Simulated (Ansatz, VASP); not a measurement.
Al in VASP and in Ansatz

```
Al
1.0
    -1.60713    1.60713    1.59122
     1.60713   -1.60713    1.59122
     1.57531    1.57531   -1.59122
Al
1
Direct
  0.00000 0.00000 0.00000
```

Change from the starting cell: strain -0.0200 x Voigt [0, 0, 0, 0, 0, 1], atoms carried along.

Alike in both runs: task single point; functional PBEsol; k mesh 20 × 20 × 20; occupations gaussian, width 0.15 eV; no spin polarisation.

|  | VASP | Ansatz |
| --- | --- | --- |
| version | VASP 6.6.1 | Ansatz 0.2.0 |
| potentials or method | VASP PAW PBE potentials, release 64 (Al), cutoff 520 eV | scalar-relativistic, plane waves, PAW |
| valence electrons in the cell | 3 | 3 |

Ansatz gave:

| Property | Result |
| --- | --- |
| gap on the k mesh at the Fermi level (eV) | none |
| pressure (GPa) | 2.2 |
| traceless stress, the component that is largest in VASP (GPa) | 0.86 |

Q: Which values does VASP return?

A: gap on the k mesh at the Fermi level (eV): none; pressure (GPa): 2.3; traceless stress, the component that is largest in VASP (GPa): 0.87.

VASP's potentials were made for PBE, not for PBEsol. A gap of «none» marks a metal or a gap that the smearing closes. With one functional, cell and mesh, what is left measures potentials, basis and numerics.
